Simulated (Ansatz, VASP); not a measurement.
One calculation of AlN, two programs

```
CELL_PARAMETERS angstrom
-0.02685 2.18437 2.21156
2.18908 -0.00605 2.19076
2.19130 2.16578 -0.00827
ATOMIC_POSITIONS crystal
Al 0.97852 0.00685 0.02674
N 0.77245 0.73575 0.76017
```

Alike in both runs: task single point; functional PBE; k mesh 6 × 6 × 6; no spin polarisation.

|  | VASP | Ansatz |
| --- | --- | --- |
| version | VASP 6.6.1 | Ansatz 0.2.0 |
| potentials or method | VASP PAW PBE potentials, release 64 (Al, N), cutoff 600 eV | plane waves, PAW |
| occupations | gaussian, width 0.01 eV | fixed |
| valence electrons in the cell | 8 | 8 |

Ansatz gave:

```
pressure (GPa)                                                : 3.6
traceless stress, the component that is largest in VASP (GPa) : -5.45
rms of the force components (eV/Å)                            : 0.756
```

Problem. Which values does VASP return?

Solution. Pressure (GPa): 3.2; traceless stress, the component that is largest in VASP (GPa): -5.46; rms of the force components (eV/Å): 0.757.

Atom by atom the forces differ by 0.002 eV/Å (rms over components). Ansatz's warnings: stress scf threshold loose.
